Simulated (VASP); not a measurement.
I:

```
I
1.0
     3.68287   -2.42654    0.00000
     3.68287    2.42654    0.00000
     0.00000    0.00000    9.92232
I
4
Direct
  0.64930 0.35070 0.38440
  0.14930 0.85070 0.11560
  0.35070 0.64930 0.61560
  0.85070 0.14930 0.88440
```

Base run:

```yaml
Program: VASP 6.6.1
Functional: r2SCAN
Potentials_or_basis: VASP PAW PBE potentials, release 64 (I)
Cutoff: 520 eV
k_mesh: 7 × 7 × 3
Occupations: fermi-dirac, width 0.05 eV
Spin: no spin polarisation
```

Its results: band gap on the k mesh 1.48 eV, indirect (least direct gap 1.55 eV); pressure 0.1 GPa; largest force 0.308 eV/Å.

The run is repeated on the same cell with these changes: functional from r2SCAN to PBE; further incar settings from ALGO = Normal; EDIFF = 1e-07; NBANDS = 22 to ALGO = Normal; EDIFF = 1e-06; NBANDS = 22. What comes out?

Band gap on the k mesh 1.25 eV, indirect (least direct gap 1.31 eV); pressure 0.7 GPa; largest force 0.513 eV/Å.

Caveats: spin-orbit coupling is left out, which moves the levels of the heavy elements; the PAW data sets were made with another functional, which shifts forces and pressure a little (some runs).

A k mesh can miss the band edges.
